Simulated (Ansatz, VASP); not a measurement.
# One calculation of MgS, two programs

```
Mg S
1.0
     0.00000    2.59096    2.59096
     2.59096    0.00000    2.59096
     2.59096    2.59096    0.00000
Mg S
1 1
Direct
  0.00193 0.00193 0.00193
  0.50000 0.50000 0.50000
```

Change from the starting cell: atom 1 moved by [0.01, 0.01, 0.01] A.

Alike in both runs: task single point; functional PBEsol; k mesh 8 × 8 × 8; no spin polarisation.

```csv
,VASP,Ansatz
version,VASP 6.6.1,Ansatz 0.2.0
potentials or method,"VASP PAW PBE potentials, release 64 (Mg, S), cutoff 520 eV","all-electron LAPW, scalar-relativistic"
occupations,"gaussian, width 0.01 eV",fixed
```

VASP gave:

- gap on the k mesh at the Fermi level (eV): 2.73
- pressure (GPa): -0.2
- rms of the force components (eV/Å): 0.030

Question: Which values does Ansatz return?

Answer: gap on the k mesh at the Fermi level (eV): 2.73; pressure (GPa): 0.0; rms of the force components (eV/Å): 0.030.

VASP's potentials were made for PBE, not for PBEsol. Atom by atom the forces differ by 0.000 eV/Å (rms over components). Ansatz ran all-electron here, and VASP with PAW potentials.
